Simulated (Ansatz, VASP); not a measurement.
GaN: VASP beside Ansatz

INCAR

```
SYSTEM = GaN
ALGO = Normal
EDIFF = 1E-6
ENCUT = 520
GGA = PE
ISIF = 2
ISMEAR = 0
LASPH = .TRUE.
LCHARG = .FALSE.
LREAL = .FALSE.
LWAVE = .FALSE.
NBANDS = 16
NELM = 100
PREC = Accurate
SIGMA = 0.02
```

The input KPOINTS:

```
k-points
0
G
  10 10 10
  0 0 0
```

File POSCAR:

```
GaN
1.0
    0.0000000000      2.3039790211      2.3039790211
    2.3039790211      0.0000000000      2.3039790211
    2.3039790211      2.3039790211      0.0000000000
Ga N
1 1
Direct
    0.0000000000      0.0000000000      0.0000000000
    0.7500000000      0.7500000000      0.7500000000
```

Input for Ansatz:

```yaml
crystal:
  lattice:
    - [0.0, 2.3039790211, 2.3039790211]
    - [2.3039790211, 0.0, 2.3039790211]
    - [2.3039790211, 2.3039790211, 0.0]
  atoms:
    - { symbol: Ga, position: [0.0, 0.0, 0.0] }
    - { symbol: "N", position: [0.75, 0.75, 0.75] }
basis:
  ecutwfc: 420
kpoints:
  mp_grid: { grid: [10, 10, 10] }
hamiltonian:
  xc: pbe
scf:
  occupations: { method: gaussian, width: 0.02 }
output:
  forces: true
  stress: true
  eigenvalues: true
  populations: true
```

Alike in both runs: task single point; functional PBE; k mesh 10 × 10 × 10; occupations gaussian, width 0.02 eV; no spin polarisation.

```csv
,VASP,Ansatz
version,VASP 6.6.1,Ansatz 0.2.0
potentials or method,"VASP PAW PBE potentials, release 64 (Ga_d, N), cutoff 520 eV","scalar-relativistic, plane waves, PAW"
valence electrons in the cell,18,18
```

```tsv
	VASP	Ansatz	Ansatz less VASP
gap on the k mesh at the Fermi level (eV)	1.30	1.29	-0.002
least direct gap on the mesh (eV)	1.30	1.29	-0.002
pressure (GPa)	-6.0	-6.1	-0.16
```

The functional is the same, so the differences come from potentials, cutoffs and numerics.
